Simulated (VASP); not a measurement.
MoS2:

```
Mo S
1.0
     3.20580    0.00000    0.00000
    -1.60290    2.77631    0.00000
     0.00000    0.00000    6.27011
Mo S
1 2
Direct
  0.00000 0.00000 0.50000
  0.66667 0.33333 0.74468
  0.33333 0.66667 0.25532
```

Base run:

```yaml
Program: VASP 6.6.1
Functional: r2SCAN
Dispersion: rVV10
Potentials_or_basis: VASP PAW PBE potentials, release 64 (Mo_sv, S)
Cutoff: 520 eV
k_mesh: 9 × 9 × 4
Occupations: fermi-dirac, width 0.05 eV
Spin: no spin polarisation
```

Its results: band gap on the k mesh zero (bands 13 and 14 overlap by 1.20 eV); pressure 1.9 GPa; largest force 0.489 eV/Å.

Q: The run is repeated on the same cell with these changes: functional from r2SCAN to revPBE; dispersion from rVV10 to D3(BJ). What comes out?

A: Band gap on the k mesh zero (bands 13 and 14 overlap by 1.05 eV); pressure -1.5 GPa; largest force 0.641 eV/Å.

Several settings changed at once.

Caveats: the PAW data sets were made with another functional, which shifts forces and pressure a little.
